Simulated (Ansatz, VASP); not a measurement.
Two plane-wave programs on NiO

```
Ni O
1.0
     0.00000    2.15037    2.15037
     2.15037    0.00000    2.15037
     2.15037    2.15037    0.00000
Ni O
1 1
Direct
  0.00000 0.00000 0.00000
  0.50000 0.50000 0.50000
```

Alike in both runs: task single point; functional PBE; k mesh 10 × 10 × 10; occupations gaussian, width 0.05 eV; collinear spin; Hubbard terms Ni d U = 6.2 eV.

```csv
,VASP,Ansatz
version,VASP 6.6.1,Ansatz 0.2.0
potentials or method,"VASP PAW PBE potentials, release 64 (Ni_sv_GW, O), cutoff 700 eV","scalar-relativistic, plane waves, PAW"
valence electrons in the cell,24,24
```

Ansatz gave:

| Property | Result |
| --- | --- |
| gap on the k mesh at the Fermi level (eV) | 1.82 |
| least direct gap on the mesh (eV) | 2.87 |
| pressure (GPa) | -4.0 |
| net moment per atom (μB) | 1.00 |
| size of the moment on the site where the two differ most (μB) | 1.74 |

Problem. What did VASP give for the same quantities?

Solution. gap on the k mesh at the Fermi level (eV): 1.89; least direct gap on the mesh (eV): 2.97; pressure (GPa): -6.1; net moment per atom (μB): 1.00; size of the moment on the site where the two differ most (μB): 1.80.

Site moments also hang on the region over which each program counts them. The programs project onto different local orbitals, so the same U acts differently, and such runs can settle in different states.
